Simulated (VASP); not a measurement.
Here is a VASP 6.6.1 calculation.

File INCAR:

```
PREC = Accurate
ENCUT = 520
EDIFF = 1E-6
ISMEAR = 0
SIGMA = 0.05
LREAL = F
LASPH = T
NELM = 150
ALGO = Normal
ISIF = 2
LWAVE = F
LCHARG = F
ISPIN = 2
MAGMOM = 3.01 0.73 0.73 0.73
LORBIT = 11
LMAXMIX = 4
NBANDS = 31
```

The input KPOINTS:

```
Automatic mesh
0
Gamma
  12 12 12
```

The input POSCAR:

```
FeNi3
1.0
    3.4484818919      0.0000000000      0.0000000000
    0.0000000000      3.4484818919      0.0000000000
    0.0000000000      0.0000000000      3.4484818919
Fe Ni
1 3
Direct
    0.0000000000      0.0000000000      0.0000000000
    0.0000000000      0.5000000000      0.5000000000
    0.5000000000      0.0000000000      0.5000000000
    0.5000000000      0.5000000000      0.0000000000
```

Potentials or basis: VASP PAW LDA potentials, release 64 (Fe, Ni).

Run with:

```bash
$ cat potpaw_LDA.64/Fe/POTCAR potpaw_LDA.64/Ni/POTCAR > POTCAR
$ mpirun -np 1 vasp_std > vasp.out
```

(1) Predict the pressure.

(2) What does it give for the site moments?

(3) Predict the net moment.

## Answers

(1) -0.5 GPa.

(2) Fe +2.71; Ni +0.61 μB.

(3) 4.60 μB per cell.
